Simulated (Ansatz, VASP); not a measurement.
**KCl in VASP and in Ansatz**

The input INCAR:

```
PREC = Accurate
ENCUT = 520
EDIFF = 1E-6
ISMEAR = 0
SIGMA = 0.05
LREAL = F
LASPH = T
NELM = 60
ALGO = Normal
ISIF = 2
LWAVE = F
LCHARG = T
GGA = PS
LELF = T
LVHAR = T
NBANDS = 15
```

Contents of KPOINTS:

```
Automatic mesh
0
Gamma
  6 6 6
```

POSCAR

```
KCl
1.0
    3.8391960000      0.0000000000      0.0000000000
    0.0000000000      3.8391960000      0.0000000000
    0.0000000000      0.0000000000      3.8391960000
K Cl
1 1
Direct
    0.0000000000      0.0000000000      0.0000000000
    0.4815819046      0.4815819046      0.5000000000
```

Input for Ansatz:

```yaml
crystal:
  lattice:
    - [3.839196, 0.0, 0.0]
    - [0.0, 3.839196, 0.0]
    - [0.0, 0.0, 3.839196]
  atoms:
    - { symbol: K, position: [0.0, 0.0, 0.0] }
    - { symbol: Cl, position: [0.4815819046, 0.4815819046, 0.5] }
basis:
  ecutwfc: 420
kpoints:
  mp_grid: { grid: [6, 6, 6] }
hamiltonian:
  xc: pbesol
scf:
  occupations: { method: gaussian, width: 0.05 }
output:
  forces: true
  stress: true
  eigenvalues: true
```

Alike in both runs: task single point; functional PBEsol; k mesh 6 × 6 × 6; occupations gaussian, width 0.05 eV; no spin polarisation.

|  | VASP | Ansatz |
| --- | --- | --- |
| version | VASP 6.6.1 | Ansatz 0.2.0 |
| potentials or method | VASP PAW PBE potentials, release 64 (K_sv, Cl), cutoff 520 eV | scalar-relativistic, plane waves, PAW |
| valence electrons in the cell | 16 | 16 |

|  | VASP | Ansatz | Ansatz less VASP |
| --- | --- | --- | --- |
| gap on the k mesh at the Fermi level (eV) | 4.62 | 4.63 | +0.003 |
| least direct gap on the mesh (eV) | 4.83 | 4.83 | +0.003 |
| pressure (GPa) | -1.4 | -1.4 | -0.02 |
| traceless stress, the component that is largest in VASP (GPa) | 0.06 | 0.06 | -0.001 |
| rms of the force components (eV/Å) | 0.030 | 0.029 | -0.0011 |

VASP's potentials were made for PBE, not for PBEsol. Atom by atom the forces differ by 0.001 eV/Å (rms over components). The functional is the same, so the differences come from potentials, cutoffs and numerics.
